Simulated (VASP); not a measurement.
# Al12H in VASP: further runs

The runs below take Al12H through relaxation of the atoms, with PBE.

Program: VASP 6.6.1. These are calculated values, not measurements. Logs are shortened: lines on timing, memory, paths and dates and some standing lists are left out, and cuts for length are marked.

**1. The cell of the first run**

The cell holds a slab with vacuum, 13 atoms: a = 5.714 Å, b = 5.714 Å, c = 20.102 Å, α = 90.00°, β = 90.00°, γ = 120.00°.

**2. Relaxation of the atoms, PBE**

File INCAR:

```
SYSTEM = Al12H
PREC     = Accurate       ! precision mode
ENCUT    = 520            ! plane-wave cutoff, eV
EDIFF    = 1E-6           ! SCF threshold, eV
ISMEAR   = 0              ! smearing method
SIGMA    = 0.1            ! smearing width, eV
LREAL    = .FALSE.        ! projectors in reciprocal space
LASPH    = .TRUE.         ! aspherical terms in the spheres
NELM     = 80             ! most SCF steps
ALGO     = Normal         ! electronic algorithm
ISIF     = 2              ! what is computed and relaxed
LWAVE    = .FALSE.        ! write WAVECAR
LCHARG   = .FALSE.        ! write CHGCAR
LDIPOL   = .TRUE.       
IDIPOL   = 3            
DIPOL    = 0.5 0.5 0.328
GGA      = PE             ! functional
IBRION   = 2              ! ionic algorithm
NSW      = 36             ! ionic steps
EDIFFG   = -0.025         ! ionic threshold
```

File KPOINTS:

```
regular mesh
0
G
  6 6 1
  0 0 0
```

File POSCAR:

```
Al12H
1.0
    5.7143028096      0.0000000000      0.0000000000
   -2.8571514048      4.9487313980      0.0000000000
    0.0000000000      0.0000000000     20.1016424997
Al H
12 1
Selective dynamics
Direct
    0.3333333333      0.1666666667      0.1989887145  F F F
    0.3333333333      0.6666666667      0.1989887145  F F F
    0.8333333333      0.1666666667      0.1989887145  F F F
    0.8333333333      0.6666666667      0.1989887145  F F F
    0.1666666667      0.3333333333      0.3134533090  F F F
    0.1666666667      0.8333333333      0.3134533090  F F F
    0.6666666667      0.3333333333      0.3134533090  F F F
    0.6666666667      0.8333333333      0.3134533090  F F F
    0.0000000000      0.0000000000      0.4279074459  F F F
    0.0000000000      0.5000000000      0.4279074459  F F F
    0.5000000000      0.0000000000      0.4279074459  F F F
    0.5000000000      0.5000000000      0.4279074459  F F F
    0.0000000000      0.0000000000      0.5035231574  F F T
```

Potentials or basis: VASP PAW PBE potentials, release 64 (Al, H).

Launch:

```sh
> cat potpaw_PBE.64/Al/POTCAR potpaw_PBE.64/H/POTCAR > POTCAR
> mpirun -np 1 vasp_std > vasp.out
```

OUTCAR:

```text
SYSTEM = Al12H
   PREC = Accurate
   ENCUT = 520
   EDIFF = 1E-6
   ISMEAR = 0
   LREAL = .FALSE.
   LASPH = .TRUE.
   NELM = 80
   ISIF = 2
   GGA = PE
   IBRION = 2
   NSW = 36
   EDIFFG = -0.025

 ion  position               nearest neighbor table
   1  0.333  0.167  0.199-   5 2.83   6 2.83   7 2.83   4 2.86   2 2.86   2 2.86   4 2.86   3 2.86
                             3 2.86
   2  0.333  0.667  0.199-   6 2.83   5 2.83   8 2.83   3 2.86   1 2.86   1 2.86   3 2.86   4 2.86
                             4 2.86
   3  0.833  0.167  0.199-   7 2.83   8 2.83   5 2.83   4 2.86   2 2.86   4 2.86   2 2.86   1 2.86
                             1 2.86
   4  0.833  0.667  0.199-   8 2.83   7 2.83   6 2.83   3 2.86   1 2.86   3 2.86   1 2.86   2 2.86
                             2 2.86
   5  0.167  0.333  0.313-   9 2.83  12 2.83  10 2.83   1 2.83   2 2.83   3 2.83   8 2.86   6 2.86
                             6 2.86   8 2.86   7 2.86   7 2.86
   6  0.167  0.833  0.313-  10 2.83  11 2.83   9 2.83   2 2.83   1 2.83   4 2.83   7 2.86   5 2.86
                             5 2.86   7 2.86   8 2.86   8 2.86
   7  0.667  0.333  0.313-  11 2.83  10 2.83  12 2.83   3 2.83   4 2.83   1 2.83   8 2.86   6 2.86
                             8 2.86   6 2.86   5 2.86   5 2.86
   8  0.667  0.833  0.313-  12 2.83   9 2.83  11 2.83   4 2.83   3 2.83   2 2.83   7 2.86   5 2.86
                             7 2.86   5 2.86   6 2.86   6 2.86
   9  0.000  0.000  0.428-  13 1.52   5 2.83   8 2.83   6 2.83  12 2.86  10 2.86  10 2.86  12 2.86
                            11 2.86  11 2.86
  10  0.000  0.500  0.428-   6 2.83   7 2.83   5 2.83   9 2.86  11 2.86   9 2.86  11 2.86  12 2.86
                            12 2.86
  11  0.500  0.000  0.428-   7 2.83   6 2.83   8 2.83  10 2.86  12 2.86  12 2.86  10 2.86   9 2.86
                             9 2.86
  12  0.500  0.500  0.428-   8 2.83   5 2.83   7 2.83   9 2.86  11 2.86  11 2.86   9 2.86  10 2.86
                            10 2.86
  13  0.000  0.000  0.504-   9 1.52

  LATTYP: Found a hexagonal cell.
 ALAT       =     5.7143028096
 C/A-ratio  =     3.5177769134

  Lattice vectors:

 A1 = (   5.7143028096,   0.0000000000,   0.0000000000)
 A2 = (  -2.8571514048,   4.9487313980,   0.0000000000)
 A3 = (   0.0000000000,   0.0000000000,  20.1016424997)

Analysis of symmetry for initial positions (statically):
=====================================================================
 Subroutine PRICEL returns:
 Original cell was already a primitive cell.

 Routine SETGRP: Setting up the symmetry group for a
 hexagonal supercell.

 Subroutine GETGRP returns: Found  6 space group operations
 (whereof  6 operations were pure point group operations)
 out of a pool of 24 trial point group operations.

The static configuration has the point symmetry C_3v.

Analysis of symmetry for dynamics (positions and initial velocities):
=====================================================================
 Subroutine PRICEL returns:
 Original cell was already a primitive cell.

 Routine SETGRP: Setting up the symmetry group for a
 hexagonal supercell.

 Subroutine GETGRP returns: Found  6 space group operations
 (whereof  6 operations were pure point group operations)
 out of a pool of 24 trial point group operations.

The dynamic configuration has the point symmetry C_3v.

Analysis of constrained symmetry for selective dynamics:
=====================================================================
 Subroutine PRICEL returns:
 Original cell was already a primitive cell.

 Routine SETGRP: Setting up the symmetry group for a
 hexagonal supercell.

 Subroutine GETGRP returns: Found  6 space group operations
 (whereof  6 operations were pure point group operations)
 out of a pool of 24 trial point group operations.

The constrained configuration has the point symmetry C_3v.

 Subroutine INISYM returns: Found  6 space group operations
 (whereof  6 operations are pure point group operations),
 and found     1 'primitive' translations

----------------------------------------------------------------------------------------

                                     Primitive cell

  volume of cell :     568.4453

  direct lattice vectors                    reciprocal lattice vectors
     5.714302810  0.000000000  0.000000000     0.174999476  0.101035995  0.000000000
    -2.857151405  4.948731398  0.000000000     0.000000000  0.202071990  0.000000000
[... 50 lines left out ...]

  Length of vectors
     0.033678665  0.033678665  0.049747179

  Shift w.r.t. Gamma in fractional coordinates (k-lattice)
     0.000000000  0.000000000  0.000000000

 Subroutine IBZKPT returns following result:
 ===========================================

 Found      7 irreducible k-points:

 Following reciprocal coordinates:
            Coordinates               Weight
  0.000000  0.000000  0.000000      1.000000
  0.166667  0.000000  0.000000      6.000000
  0.333333  0.000000  0.000000      6.000000
  0.500000  0.000000  0.000000      3.000000
  0.166667  0.166667  0.000000      6.000000
  0.333333  0.166667  0.000000     12.000000
  0.333333  0.333333  0.000000      2.000000
   k-points           NKPTS =      7   k-points in BZ     NKDIM =      7   number of bands    NBANDS=     25
   number of dos      NEDOS =    301   number of ions     NIONS =     13
   total plane-waves  NPLWV = 264600
   dimension x,y,z NGX =    42 NGY =   42 NGZ =  150
   dimension x,y,z NGXF=    84 NGYF=   84 NGZF=  300
   ions per type =              12   1
   NGX,Y,Z   is equivalent  to a cutoff of  12.22, 12.22, 12.41 a.u.
   NGXF,Y,Z  is equivalent  to a cutoff of  24.44, 24.44, 24.81 a.u.
 SYSTEM =  Al12H
   PREC   = accura    normal or accurate (medium, high low for compatibility)
   ISTART =      0    job   : 0-new  1-cont  2-samecut
   ICHARG =      2    charge: 1-file 2-atom 10-const
   ISPIN  =      1    spin polarized calculation?
   LNONCOLLINEAR =      F non collinear calculations
   LSORBIT =      F    spin-orbit coupling
   LASPH  =      T    aspherical Exc in radial PAW
   ENCUT  =  520.0 eV  38.22 Ry    6.18 a.u.  10.62 10.62 37.38*2*pi/ulx,y,z
   NELM   =     80;   NELMIN=  2; NELMDL= -5     # of ELM steps
   EDIFF  = 0.1E-05   stopping-criterion for ELM
   LREAL  =      F    real-space projection
   EDIFFG = -.3E-01   stopping-criterion for IOM
   NSW    =     36    number of steps for IOM
   IBRION =      2    ionic relax: 0-MD 1-quasi-New 2-CG
   NFREE  =      1    steps in history (QN), initial steepest desc. (CG)
   ISIF   =      2    stress and relaxation
   ISYM   =      2    0-nonsym 1-usesym 2-fastsym
   POTIM  = 0.5000    time-step for ionic-motion
   TEBEG  =    0.0;   TEEND  =   0.0 temperature during run
   PSTRESS=    0.0 pullay stress
   NELECT =      37.0000    total number of electrons
   NUPDOWN=      -1.0000    fix difference up-down
   EMIN   =  10.00;   EMAX   =-10.00  energy-range for DOS
   EFERMI =   0.00;   METHOD = LEGACY
   ISMEAR =     0;   SIGMA  =   0.10  broadening in eV -4-tet -1-fermi 0-gaus
   EFERMI_NEDOS =   21; number of points for ismear=-14 and -15
   IALGO  =     38    algorithm
   IMIX   =      4    mixing-type and parameters
     AMIX     =   0.40;   BMIX     =  1.00
     AMIX_MAG =   1.60;   BMIX_MAG =  1.00
  volume/ion in A,a.u.               =      43.73       295.08
  Fermi-wavevector in a.u.,A,eV,Ry     =   0.658535  1.244452  5.900425  0.433669
  Thomas-Fermi vector in A             =   1.730388
   LORBIT       =      0    0 simple, 1 ext, 2 COOP (PROOUT), +10 PAW based schemes
   GGA     = PE    functional components
   LHFCALC =     F    Hartree Fock is set to
   AEXX    =    0.0000 exact exchange contribution
   IVDW    =     0    specifies the selected vdW correction
   LEPSILON=     F    determine dielectric tensor
   LRPA    =     F    only Hartree local field effects (RPA)
 conjugate gradient relaxation of ions
 non-spin polarized calculation
 Gauss-broadening in eV      SIGMA  =   0.10
  energy-cutoff  :      520.00
  volume of cell :      568.45
 maximum number of plane-waves:     15351
   NGX = 21   NGY = 21   NGZ = 75

 dipolmoment           0.000000      0.000000     -0.162140 electrons x Angstroem

--------------------------------------- Ionic step        1  -------------------------------------------

 number of electron      36.9999999 magnetization

 Free energy of the ion-electron system (eV)
  ---------------------------------------------------
  ext. energy  EPLUGINS =         0.00000000
  ---------------------------------------------------
  free energy    TOTEN  =       -45.00808703 eV

  energy without entropy =      -44.98956814  energy(sigma->0) =      -44.99882759

------------------------ aborting loop because EDIFF is reached ----------------------------------------

  FORCE on cell =-STRESS in cart. coord.  units (eV):
  Direction    XX          YY          ZZ          XY          YZ          ZX
  --------------------------------------------------------------------------------------
  -------------------------------------------------------------------------------------
  Total       -1.9683783     -1.9683783      2.9014339      0.0000000      0.0000000      0.0000000
  in kB       -5.5479237     -5.5479237      8.1777643      0.0000000      0.0000000      0.0000000
  external PRESSURE =      -0.9726944 kB  Pullay stress =       0.0000000 kB
[... 81 lines left out ...]
--------------------------------------- Ionic step        3  -------------------------------------------

 number of electron      37.0000000 magnetization

 dipolmoment           0.000000      0.000000      0.081727 electrons x Angstroem

 Free energy of the ion-electron system (eV)
  ---------------------------------------------------
  ext. energy  EPLUGINS =         0.00000000
  ---------------------------------------------------
  free energy    TOTEN  =       -45.07726536 eV

  energy without entropy =      -45.05827398  energy(sigma->0) =      -45.06776967

 E-fermi :   0.1068     XC(G=0):  -4.4758

 val. band max:        0.0730554202   @ k =   0.5000   0.0000   0.0000
 cond. band min:       0.1824623429   @ k =   0.1667   0.1667   0.0000
 fundamental gap:      0.1094069227
 Fermi energy:         0.1068358417

 k-point     1 :       0.0000    0.0000    0.0000
  band No.  band energies     occupation
      1     -10.5098      2.00000
      2      -8.8174      2.00000
      3      -6.2296      2.00000
      4      -4.7281      2.00000
      5      -4.6262      2.00000
      6      -4.6262      2.00000
[... 185 lines left out ...]
     24       2.2258      0.00000
     25       2.7931      0.00000

------------------------ aborting loop because EDIFF is reached ----------------------------------------

 vacuum level on the upper side and lower side of the slab       (xc-potential included)         0.248        -0.266

  FORCE on cell =-STRESS in cart. coord.  units (eV):
  Direction    XX          YY          ZZ          XY          YZ          ZX
  --------------------------------------------------------------------------------------
  -------------------------------------------------------------------------------------
  Total       -2.1336836     -2.1336836      0.8440901      0.0000000      0.0000000      0.0000000
  in kB       -6.0138407     -6.0138407      2.3790890      0.0000000      0.0000000      0.0000000
  external PRESSURE =      -3.2161975 kB  Pullay stress =       0.0000000 kB
[... 28 lines left out ...]
  FREE ENERGIE OF THE ION-ELECTRON SYSTEM (eV)
  ---------------------------------------------------
  free  energy   TOTEN  =       -45.0772653595 eV

  energy  without entropy=      -45.0582739835  energy(sigma->0) =      -45.06776967

 reached required accuracy - stopping structural energy minimisation

 vacuum level on the upper side and lower side of the slab         4.584         4.057
```

Run time: 4.7 min. Hardware: 1 thread of Intel Xeon 6975P-C (Granite Rapids), shared host; peak memory 0.63 GiB.

Results:

```yaml
Free_energy: -45.0773 eV
Energy_gained_by_relaxing: 5.3 meV/atom
Ionic_steps: 3
Band_gap_on_the_k_mesh: zero (an odd number of electrons rules out a gap without spin polarisation)
```

Step by step:
```
step  energy change (eV)  largest force on free atoms (eV/Å)  pressure (GPa)
   1              0.0000                              1.3881           -0.10
   2             -0.0602                              0.4536           -0.24
   3             -0.0692                              0.0143           -0.32
```

Final structure:
```
CELL_PARAMETERS angstrom
5.71430 0.00000 0.00000
-2.85715 4.94873 0.00000
0.00000 0.00000 20.10164
ATOMIC_POSITIONS crystal
Al 0.33333 0.16667 0.19899
Al 0.33333 0.66667 0.19899
Al 0.83333 0.16667 0.19899
Al 0.83333 0.66667 0.19899
Al 0.16667 0.33333 0.31345
Al 0.16667 0.83333 0.31345
Al 0.66667 0.33333 0.31345
Al 0.66667 0.83333 0.31345
Al 0.00000 0.00000 0.42791
Al 0.00000 0.50000 0.42791
Al 0.50000 0.00000 0.42791
Al 0.50000 0.50000 0.42791
H 0.00000 0.00000 0.50896
```

**3. Relaxation of the atoms, PBE**

INCAR: that of step 2 with these lines changed.

```diff
@@ -15,3 +15,3 @@
 IDIPOL   = 3            
-DIPOL    = 0.5 0.5 0.328
+DIPOL    = 0.5 0.5 0.319
 GGA      = PE             ! functional
```

File KPOINTS:

```
Automatic mesh
0
G
  6 6 1
  0 0 0
```

POSCAR: that of step 2 with these lines changed.

```diff
@@ -21,2 +21,2 @@
     0.5000000000      0.5000000000      0.4279074459  F F F
-    0.0000000000      0.0000000000      0.5035231574  F F T
+    0.3333333333      0.1666666667      0.3884774222  F F T
```

Potentials or basis: VASP PAW PBE potentials, release 64 (Al, H).

Launch:

```sh
> cat potpaw_PBE.64/Al/POTCAR potpaw_PBE.64/H/POTCAR > POTCAR
> mpirun -np 1 vasp_std > vasp.out
```

Wall time 13 min (1 thread of Intel Xeon Platinum 8259CL at 2.50GHz (Skylake/Cascade Lake), shared host); peak memory 0.65 GiB.

The run converged. Its results:

* Free energy: -44.6316 eV
* Energy gained by relaxing: 3.3 meV/atom
* Ionic steps: 7
* Band gap on the k mesh: zero (an odd number of electrons rules out a gap without spin polarisation)

The path:
| step | energy change (eV) | largest force on free atoms (eV/Å) | pressure (GPa) |
| --- | --- | --- | --- |
| 1 | 0.0000 | 0.2124 | -0.06 |
| 2 | -0.0021 | 0.2070 | -0.07 |
| 3 | -0.0082 | 0.1898 | -0.08 |
| 4 | -0.0188 | 0.1544 | -0.10 |
| 5 | -0.0339 | 0.0923 | -0.11 |
| 6 | -0.0403 | 0.0644 | -0.08 |
| 7 | -0.0423 | 0.0181 | -0.10 |

Final structure:
```yaml
crystal:
  lattice:
    - [5.71430, 0.00000, 0.00000]
    - [-2.85715, 4.94873, 0.00000]
    - [0.00000, 0.00000, 20.10164]
  atoms:
    - { symbol: Al, position: [0.33333, 0.16667, 0.19899] }
    - { symbol: Al, position: [0.33333, 0.66667, 0.19899] }
    - { symbol: Al, position: [0.83333, 0.16667, 0.19899] }
    - { symbol: Al, position: [0.83333, 0.66667, 0.19899] }
    - { symbol: Al, position: [0.16667, 0.33333, 0.31345] }
    - { symbol: Al, position: [0.16667, 0.83333, 0.31345] }
    - { symbol: Al, position: [0.66667, 0.33333, 0.31345] }
    - { symbol: Al, position: [0.66667, 0.83333, 0.31345] }
    - { symbol: Al, position: [0.00000, 0.00000, 0.42791] }
    - { symbol: Al, position: [0.00000, 0.50000, 0.42791] }
    - { symbol: Al, position: [0.50000, 0.00000, 0.42791] }
    - { symbol: Al, position: [0.50000, 0.50000, 0.42791] }
    - { symbol: H, position: [0.33333, 0.16667, 0.37006] }
```

Levels at points of the mesh, in eV from the Fermi level:
```tsv
k point	band 17	band 18	band 19	band 20	band 21	band 22
(0.00, 0.00, 0.00)	-0.62	-0.38	-0.38	-0.23	-0.17	-0.17
(0.50, 0.00, 0.00)	-0.44	-0.27	0.56	0.87	0.91	1.31
```

**4. Relaxation of the atoms, PBE**

File INCAR:

```
SYSTEM = Al12H
ALGO = Normal ; DIPOL = 0.5 0.5 0.320
EDIFF = 1E-7 ; EDIFFG = -0.025
ENCUT = 520 ; GGA = PE
IBRION = 2 ; IDIPOL = 3
ISIF = 2 ; ISMEAR = 0
LASPH = .TRUE. ; LCHARG = .FALSE.
LDIPOL = .TRUE. ; LREAL = .FALSE.
LWAVE = .FALSE. ; NELM = 100
NSW = 36 ; PREC = Accurate
SIGMA = 0.1
```

File KPOINTS:

```
k-points
0
G
  6 6 1
  0 0 0
```

POSCAR: that of step 3 with these lines changed.

```diff
@@ -21,2 +21,2 @@
     0.5000000000      0.5000000000      0.4279074459  F F F
-    0.3333333333      0.1666666667      0.3884774222  F F T
+    0.1666666667      0.3333333333      0.3974319144  F F T
```

Launch:

```sh
> cat potpaw_PBE.64/Al/POTCAR potpaw_PBE.64/H/POTCAR > POTCAR
> mpirun -np 1 vasp_std > vasp.out
```

It took 9.3 min on 1 thread of Intel Xeon 8259CL, shared host; peak memory 0.66 GiB.

Results (log left out):

```
Free energy               : -44.3982 eV
Energy gained by relaxing : 0.0 meV/atom
Ionic steps               : 3
Band gap on the k mesh    : zero (an odd number of electrons rules out a gap without spin polarisation)
```

Step by step:
```
step  energy change (eV)  largest force on free atoms (eV/Å)  pressure (GPa)
   1              0.0000                              0.0610            0.28
   2             -0.0002                              0.0440            0.28
   3             -0.0003                              0.0015            0.28
```

Final structure:
```yaml
crystal:
  lattice:
    - [5.71430, 0.00000, 0.00000]
    - [-2.85715, 4.94873, 0.00000]
    - [0.00000, 0.00000, 20.10164]
  atoms:
    - { symbol: Al, position: [0.33333, 0.16667, 0.19899] }
    - { symbol: Al, position: [0.33333, 0.66667, 0.19899] }
    - { symbol: Al, position: [0.83333, 0.16667, 0.19899] }
    - { symbol: Al, position: [0.83333, 0.66667, 0.19899] }
    - { symbol: Al, position: [0.16667, 0.33333, 0.31345] }
    - { symbol: Al, position: [0.16667, 0.83333, 0.31345] }
    - { symbol: Al, position: [0.66667, 0.33333, 0.31345] }
    - { symbol: Al, position: [0.66667, 0.83333, 0.31345] }
    - { symbol: Al, position: [0.00000, 0.00000, 0.42791] }
    - { symbol: Al, position: [0.00000, 0.50000, 0.42791] }
    - { symbol: Al, position: [0.50000, 0.00000, 0.42791] }
    - { symbol: Al, position: [0.50000, 0.50000, 0.42791] }
    - { symbol: H, position: [0.16667, 0.33333, 0.39796] }
```

Levels at points of the mesh, in eV from the Fermi level:
```tsv
k point	band 15	band 16	band 17	band 18	band 19	band 20	band 21	band 22
(0.00, 0.00, 0.00)	-2.95	-2.79	-0.57	-0.49	-0.49	-0.41	-0.19	-0.19
(0.50, 0.00, 0.00)	-1.08	-0.68	-0.59	-0.40	0.31	0.78	1.17	1.22
```

**5. The runs side by side**

```tsv
cell	gap on the mesh (eV)
atoms relaxed, atomic positions A	none
atoms relaxed, atomic positions B	none
atoms relaxed, atomic positions C	none
```

Alike in all rows: task relaxation of the atoms; level PBE; potentials or basis VASP PAW PBE potentials, release 64 (Al, H); no spin polarisation; k mesh 6 × 6 × 1; cutoff (eV) 520; smearing gaussian 0.1 eV.

Total energies depend on the potentials used, so only differences within one code and one set of settings carry meaning.
